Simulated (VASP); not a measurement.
Set up this calculation in VASP 6.6.1, as the native input.

* Task: single point
* Functional: PBEsol
* Potentials or basis: VASP PAW PBE potentials, release 64 (Ag)
* Cutoff: 520 eV
* k mesh: 11 × 11 × 3
* Occupations: fermi-dirac, width 0.05 eV
* Spin: no spin polarisation
* Dipole correction: no
* Further INCAR settings: ALGO = Normal; EDIFF = 1e-06; NBANDS = 30

The structure of Ag lies in POSCAR:

```
Ag
1.0
    2.8540058596      0.0000000000      0.0000000000
   -1.4270029298      2.4716415769      0.0000000000
    0.0000000000      0.0000000000      9.4589780108
Ag
4
Direct
    0.0000000000      0.0000000000      0.5000000000
    0.0000000000      0.0000000000      0.0000000000
    0.6666666667      0.3333333333      0.7500000000
    0.3333333333      0.6666666667      0.2500000000
```

The input as run:

INCAR

```
SYSTEM = Ag
PREC = Accurate
ENCUT = 520
EDIFF = 1E-6
ISMEAR = -1
SIGMA = 0.05
LREAL = .False.
LASPH = .True.
NELM = 80
ALGO = Normal
ISIF = 2
LWAVE = .False.
LCHARG = .False.
GGA = PS
NBANDS = 30
```

KPOINTS

```
Automatic mesh
0
Gamma
  11 11 3
  0 0 0
```

Potentials or basis: VASP PAW PBE potentials, release 64 (Ag).

Command:

```bash
$ cat potpaw_PBE.64/Ag/POTCAR > POTCAR
$ mpirun -np 1 vasp_std > vasp.out
```

It gave:

```yaml
Pressure: -0.4 GPa
Band_gap_on_the_k_mesh: zero (band 22 reaches 11.28 eV, above the bottom of band 23 at 5.46 eV)
```

Caveat: the PAW data sets were made with another functional, which shifts forces and pressure a little.

Wall time 37 s on 1 thread of Intel(R) Xeon(R) Platinum 8259CL CPU @ 2.50GHz (Skylake/Cascade Lake) (shared host), peak memory 0.21 GiB.
